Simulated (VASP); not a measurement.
# Se (P3_121) in VASP: further runs

The runs below take Se through single point, with PBE.

Everything below comes from runs of VASP 6.6.1. Logs are shortened: lines on timing, memory, paths and dates and some standing lists are left out, and cuts for length are marked.

## Step 1: The cell of the first run

Symmetry: P3_121, No. 152, trigonal system. The conventional cell has a = 4.520 Å, b = 4.520 Å, c = 5.045 Å, α = 90.00°, β = 90.00°, γ = 120.00°. Within 3.2 Å of Se (site symmetry 2) lie 2 Se at 2.40 Å.

## Step 2: Single point, PBE

The input, INCAR:

```
ALGO = Normal ; EDIFF = 1E-6
ENCUT = 520 ; GGA = PE
ISIF = 2 ; ISMEAR = 1
LASPH = True ; LCHARG = False
LREAL = False ; LWAVE = False
NBANDS = 16 ; NELM = 100
PREC = Accurate ; SIGMA = 0.2
```

The input, KPOINTS:

```
k-points
0
Gamma
  8 8 6
```

The input, POSCAR:

```
Se
1.0
    4.5203796332      0.0000000000      0.0000000000
   -2.2601898166      3.9147635971      0.0000000000
    0.0000000000      0.0000000000      5.0453124951
Se
3
Direct
    0.2189274285      0.0000000000      0.3333333333
    1.0000000000      0.2189274285      0.6666666667
    0.7810725715      0.7810725715      0.0000000000
```

Potentials or basis: VASP PAW PBE potentials, release 64 (Se).

Run with:

```sh
> cat potpaw_PBE.64/Se/POTCAR > POTCAR
> mpirun -np 1 vasp_std > vasp.out
```

OUTCAR:

```text
EDIFF = 1E-6
   ENCUT = 520
   GGA = PE
   ISIF = 2
   ISMEAR = 1
   LASPH = True
   LREAL = False
   NELM = 100
   PREC = Accurate

 ion  position               nearest neighbor table
   1  0.219  0.000  0.333-   3 2.40   2 2.40
   2  0.000  0.219  0.667-   3 2.40   1 2.40
   3  0.781  0.781  0.000-   2 2.40   1 2.40

  LATTYP: Found a hexagonal cell.
 ALAT       =     4.5203796332
 C/A-ratio  =     1.1161258355

  Lattice vectors:

 A1 = (   4.5203796332,   0.0000000000,   0.0000000000)
 A2 = (  -2.2601898166,   3.9147635971,   0.0000000000)
 A3 = (   0.0000000000,   0.0000000000,   5.0453124951)

Analysis of symmetry for initial positions (statically):
=====================================================================
 Subroutine PRICEL returns:
 Original cell was already a primitive cell.

 Routine SETGRP: Setting up the symmetry group for a
 hexagonal supercell.

 Subroutine GETGRP returns: Found  6 space group operations
 (whereof  2 operations were pure point group operations)
 out of a pool of 24 trial point group operations.

The static configuration has the point symmetry C_2 .
 The point group associated with its full space group is D_3 .

Analysis of symmetry for dynamics (positions and initial velocities):
=====================================================================
 Subroutine PRICEL returns:
 Original cell was already a primitive cell.

 Routine SETGRP: Setting up the symmetry group for a
 hexagonal supercell.

 Subroutine GETGRP returns: Found  6 space group operations
 (whereof  2 operations were pure point group operations)
 out of a pool of 24 trial point group operations.

The dynamic configuration has the point symmetry C_2 .
 The point group associated with its full space group is D_3 .

 Subroutine INISYM returns: Found  6 space group operations
 (whereof  2 operations are pure point group operations),
 and found     1 'primitive' translations

----------------------------------------------------------------------------------------

                                     Primitive cell

  volume of cell :      89.2829

  direct lattice vectors                    reciprocal lattice vectors
     4.520379633  0.000000000  0.000000000     0.221220358  0.127721633  0.000000000
    -2.260189817  3.914763597  0.000000000     0.000000000  0.255443266  0.000000000
     0.000000000  0.000000000  5.045312495     0.000000000  0.000000000  0.198203778

  length of vectors
     4.520379633  4.520379633  5.045312495     0.255443266  0.255443266  0.198203778

  position of ions in fractional coordinates (direct lattice)
     0.218927429  0.000000000  0.333333333
     0.000000000  0.218927429  0.666666667
     0.781072571  0.781072571  0.000000000

  ion indices of the primitive-cell ions
   primitive index   ion index
                 1           1
                 2           2
                 3           3

----------------------------------------------------------------------------------------

 KPOINTS: k-points

Automatic generation of k-mesh.
 Grid dimensions read from file:
 generate k-points for:    8    8    6

 Generating k-lattice:

  Cartesian coordinates                     Fractional coordinates (reciprocal lattice)
     0.027652545  0.015965204  0.000000000     0.125000000  0.000000000  0.000000000
     0.000000000  0.031930408  0.000000000     0.000000000  0.125000000  0.000000000
     0.000000000  0.000000000  0.033033963     0.000000000  0.000000000  0.166666667

  Length of vectors
     0.031930408  0.031930408  0.033033963

  Shift w.r.t. Gamma in fractional coordinates (k-lattice)
     0.000000000  0.000000000  0.000000000

 Subroutine IBZKPT returns following result:
 ===========================================

 Found     50 irreducible k-points:

 Following reciprocal coordinates:
            Coordinates               Weight
  0.000000  0.000000  0.000000      1.000000
  0.125000  0.000000  0.000000      6.000000
  0.250000  0.000000  0.000000      6.000000
  0.375000  0.000000  0.000000      6.000000
  0.500000  0.000000  0.000000      3.000000
  0.125000  0.125000  0.000000      6.000000
[... 16 lines left out ...]
 -0.125000  0.500000  0.166667     12.000000
  0.250000  0.250000  0.166667     12.000000
 [... further k-points ...]
   k-points           NKPTS =     50   k-points in BZ     NKDIM =     50   number of bands    NBANDS=     16
   number of dos      NEDOS =    301   number of ions     NIONS =      3
   total plane-waves  NPLWV =  51840
   dimension x,y,z NGX =    36 NGY =   36 NGZ =   40
   dimension x,y,z NGXF=    72 NGYF=   72 NGZF=   80
   ions per type =               3
   NGX,Y,Z   is equivalent  to a cutoff of  13.24, 13.24, 13.18 a.u.
   NGXF,Y,Z  is equivalent  to a cutoff of  26.48, 26.48, 26.36 a.u.
 SYSTEM =  unknown system
   PREC   = accura    normal or accurate (medium, high low for compatibility)
   ISTART =      0    job   : 0-new  1-cont  2-samecut
   ICHARG =      2    charge: 1-file 2-atom 10-const
   ISPIN  =      1    spin polarized calculation?
   LNONCOLLINEAR =      F non collinear calculations
   LSORBIT =      F    spin-orbit coupling
   LASPH  =      T    aspherical Exc in radial PAW
   ENCUT  =  520.0 eV  38.22 Ry    6.18 a.u.   8.40  8.40  9.38*2*pi/ulx,y,z
   NELM   =    100;   NELMIN=  2; NELMDL= -5     # of ELM steps
   EDIFF  = 0.1E-05   stopping-criterion for ELM
   LREAL  =      F    real-space projection
   EDIFFG = 0.1E-04   stopping-criterion for IOM
   NSW    =      0    number of steps for IOM
   IBRION =     -1    ionic relax: 0-MD 1-quasi-New 2-CG
   NFREE  =      0    steps in history (QN), initial steepest desc. (CG)
   ISIF   =      2    stress and relaxation
   ISYM   =      2    0-nonsym 1-usesym 2-fastsym
   POTIM  = 0.5000    time-step for ionic-motion
   TEBEG  =    0.0;   TEEND  =   0.0 temperature during run
   PSTRESS=    0.0 pullay stress
   NELECT =      18.0000    total number of electrons
   NUPDOWN=      -1.0000    fix difference up-down
   EMIN   =  10.00;   EMAX   =-10.00  energy-range for DOS
   EFERMI =   0.00;   METHOD = LEGACY
   ISMEAR =     1;   SIGMA  =   0.20  broadening in eV -4-tet -1-fermi 0-gaus
   EFERMI_NEDOS =   21; number of points for ismear=-14 and -15
   IALGO  =     38    algorithm
   IMIX   =      4    mixing-type and parameters
     AMIX     =   0.40;   BMIX     =  1.00
     AMIX_MAG =   1.60;   BMIX_MAG =  1.00
  volume/ion in A,a.u.               =      29.76       200.84
  Fermi-wavevector in a.u.,A,eV,Ry     =   0.959937  1.814018 12.537489  0.921479
  Thomas-Fermi vector in A             =   2.089177
   LORBIT       =      0    0 simple, 1 ext, 2 COOP (PROOUT), +10 PAW based schemes
   GGA     = PE    functional components
   LHFCALC =     F    Hartree Fock is set to
   AEXX    =    0.0000 exact exchange contribution
   IVDW    =     0    specifies the selected vdW correction
   LEPSILON=     F    determine dielectric tensor
   LRPA    =     F    only Hartree local field effects (RPA)
 non-spin polarized calculation
 Methfessel and Paxton  Order N= 1 SIGMA  =   0.20
  energy-cutoff  :      520.00
  volume of cell :       89.28
 maximum number of plane-waves:      2461
 NGX is ok and might be reduce to    36
   NGX = 17   NGY = 17   NGZ = 19

 number of electron      18.0000001 magnetization

 Free energy of the ion-electron system (eV)
  ---------------------------------------------------
  ext. energy  EPLUGINS =         0.00000000
  ---------------------------------------------------
  free energy    TOTEN  =       -10.50957778 eV

  energy without entropy =      -10.51267943  energy(sigma->0) =      -10.51061166

 E-fermi :   1.8759     XC(G=0):  -8.4307

 val. band max:        1.8407939437   @ k =   0.5000   0.0000   0.5000
 cond. band min:       2.9709736311   @ k =   0.3750   0.2500   0.5000
 fundamental gap:      1.1301796875
 Fermi energy:         1.8759275212

 k-point     1 :       0.0000    0.0000    0.0000
  band No.  band energies     occupation
      1     -13.5354      2.00000
      2      -9.7182      2.00000
      3      -9.7182      2.00000
      4      -1.8826      2.00000
      5      -1.8826      2.00000
      6      -1.5821      2.00000
[... 8 lines left out ...]
     15       8.4903      0.00000
     16      10.2790      0.00000

 k-point     2 :       0.1250    0.0000    0.0000
  band No.  band energies     occupation
      1     -13.4888      2.00000
      2      -9.7633      2.00000
      3      -9.7159      2.00000
      4      -2.2041      2.00000
      5      -2.0274      2.00000
      6      -1.4793      2.00000
[... 8 lines left out ...]
     15       8.8400      0.00000
     16      10.2391      0.00000

 k-point     3 :       0.2500    0.0000    0.0000
  band No.  band energies     occupation
      1     -13.3688      2.00000
      2      -9.8857      2.00000
      3      -9.7100      2.00000
      4      -2.6161      2.00000
      5      -2.2779      2.00000
      6      -1.4385      2.00000
[... 8 lines left out ...]
     15       9.7176      0.00000
     16      10.6140      0.00000

 k-point     4 :       0.3750    0.0000    0.0000
  band No.  band energies     occupation
      1     -13.2362      2.00000
      2     -10.0292      2.00000
      3      -9.7038      2.00000
      4      -2.8419      2.00000
      5      -2.4737      2.00000
      6      -1.3697      2.00000
[... 8 lines left out ...]
     15      10.6435      0.00000
     16      11.4309      0.00000

 k-point     5 :       0.5000    0.0000    0.0000
  band No.  band energies     occupation
      1     -13.1766      2.00000
      2     -10.0957      2.00000
      3      -9.7012      2.00000
      4      -2.8998      2.00000
      5      -2.5492      2.00000
      6      -1.2455      2.00000
[... 8 lines left out ...]
     15      11.3154      0.00000
     16      11.4056      0.00000

 k-point     6 :       0.1250    0.1250    0.0000
  band No.  band energies     occupation
      1     -13.4052      2.00000
      2      -9.8387      2.00000
      3      -9.7210      2.00000
      4      -2.4851      2.00000
      5      -2.2772      2.00000
      6      -1.3943      2.00000
[... 8 lines left out ...]
     15       9.3405      0.00000
     16      10.2772      0.00000

 k-point     7 :       0.2500    0.1250    0.0000
  band No.  band energies     occupation
      1     -13.2770      2.00000
      2      -9.9565      2.00000
      3      -9.7352      2.00000
      4      -2.7411      2.00000
      5      -2.4999      2.00000
      6      -1.3189      2.00000
[... 8 lines left out ...]
     15      10.1262      0.00000
     16      10.9057      0.00000

 k-point     8 :       0.3750    0.1250    0.0000
  band No.  band energies     occupation
      1     -13.1778      2.00000
      2     -10.0537      2.00000
      3      -9.7455      2.00000
      4      -2.8603      2.00000
      5      -2.6004      2.00000
      6      -1.1891      2.00000
[... 8 lines left out ...]
     15      10.8504      0.00000
     16      11.3332      0.00000

 k-point     9 :       0.2500    0.2500    0.0000
  band No.  band energies     occupation
      1     -13.1790      2.00000
      2      -9.9937      2.00000
      3      -9.8078      2.00000
      4      -2.7903      2.00000
      5      -2.6834      2.00000
      6      -1.1114      2.00000
[... 8 lines left out ...]
     15      10.4234      0.00000
     16      11.0555      0.00000
[... 172 lines left out ...]
 k-point    19 :       0.1250    0.1250    0.1667
  band No.  band energies     occupation
      1     -13.2844      2.00000
      2     -10.7111      2.00000
      3      -8.9179      2.00000
      4      -2.5780      2.00000
      5      -2.3204      2.00000
      6      -1.3172      2.00000
[... 8 lines left out ...]
     15       9.2307      0.00000
     16      10.2581      0.00000

 k-point    20 :       0.2500    0.1250    0.1667
  band No.  band energies     occupation
      1     -13.1599      2.00000
      2     -10.7000      2.00000
      3      -9.0807      2.00000
      4      -2.8063      2.00000
      5      -2.5548      2.00000
      6      -1.2344      2.00000
[... 8 lines left out ...]
     15       9.7878      0.00000
     16      10.8495      0.00000

 k-point    21 :      -0.1250    0.3750    0.1667
  band No.  band energies     occupation
      1     -13.1589      2.00000
      2     -10.7110      2.00000
      3      -9.0606      2.00000
      4      -2.8425      2.00000
      5      -2.6259      2.00000
      6      -1.3411      2.00000
[... 8 lines left out ...]
     15      10.0751      0.00000
     16      11.1311      0.00000

 k-point    22 :       0.3750    0.1250    0.1667
  band No.  band energies     occupation
      1     -13.0632      2.00000
      2     -10.7038      2.00000
      3      -9.1900      2.00000
      4      -2.8993      2.00000
      5      -2.7746      2.00000
      6      -1.2649      2.00000
[... 8 lines left out ...]
     15      10.3961      0.00000
     16      11.1695      0.00000

 k-point    23 :      -0.1250    0.5000    0.1667
  band No.  band energies     occupation
      1     -13.0624      2.00000
      2     -10.7126      2.00000
      3      -9.1750      2.00000
      4      -2.9452      2.00000
      5      -2.7933      2.00000
      6      -1.3625      2.00000
[... 8 lines left out ...]
     15      10.7695      0.00000
     16      11.3916      0.00000

 k-point    24 :       0.2500    0.2500    0.1667
  band No.  band energies     occupation
      1     -13.0638      2.00000
      2     -10.7025      2.00000
      3      -9.1880      2.00000
      4      -2.9578      2.00000
      5      -2.7508      2.00000
      6      -1.2287      2.00000
[... 8 lines left out ...]
     15      10.3658      0.00000
     16      11.2438      0.00000

 [... further k-points ...]
[... 5 lines left out ...]
  --------------------------------------------------------------------------------------
  -------------------------------------------------------------------------------------
  Total        0.0396022      0.0396022      0.0544706      0.0000000      0.0000000     -0.0000000
  in kB        0.7106583      0.7106583      0.9774719      0.0000000      0.0000000     -0.0000000
  external PRESSURE =       0.7995962 kB  Pullay stress =       0.0000000 kB

 VOLUME and BASIS-vectors are now :
 -----------------------------------------------------------------------------
  energy-cutoff  :      520.00
  volume of cell :       89.28
      direct lattice vectors                 reciprocal lattice vectors
     4.520379633  0.000000000  0.000000000     0.221220358  0.127721633  0.000000000
    -2.260189817  3.914763597  0.000000000     0.000000000  0.255443266  0.000000000
     0.000000000  0.000000000  5.045312495     0.000000000  0.000000000  0.198203778

 POSITION                                       TOTAL-FORCE (eV/Angst)
 -----------------------------------------------------------------------------------
      0.98964      0.00000      1.68177         0.023542      0.000000     -0.000000
     -0.49482      0.85705      3.36354        -0.011771      0.020388      0.000000
      1.76537      3.05771      0.00000        -0.011771     -0.020388      0.000000
 -----------------------------------------------------------------------------------
    total drift:                                0.000000      0.000001     -0.000000

  FREE ENERGIE OF THE ION-ELECTRON SYSTEM (eV)
  ---------------------------------------------------
  free  energy   TOTEN  =       -10.5095777785 eV

  energy  without entropy=      -10.5126794326  energy(sigma->0) =      -10.51061166
```

Wall time 2.2 min (1 thread of AMD EPYC 7R13, shared host); peak memory 0.21 GiB.

What came out:

- Free energy: -10.5096 eV
- Pressure: 0.1 GPa
- Largest force: 0.024 eV/Å
- Band gap on the k mesh: 1.13 eV, indirect (least direct gap 1.22 eV)

Forces on the atoms (eV/Å):
```
Se   0.024  0.000  0.000
Se  -0.012  0.020  0.000
Se  -0.012 -0.020  0.000
```

(Continued in part 2 of 2.)
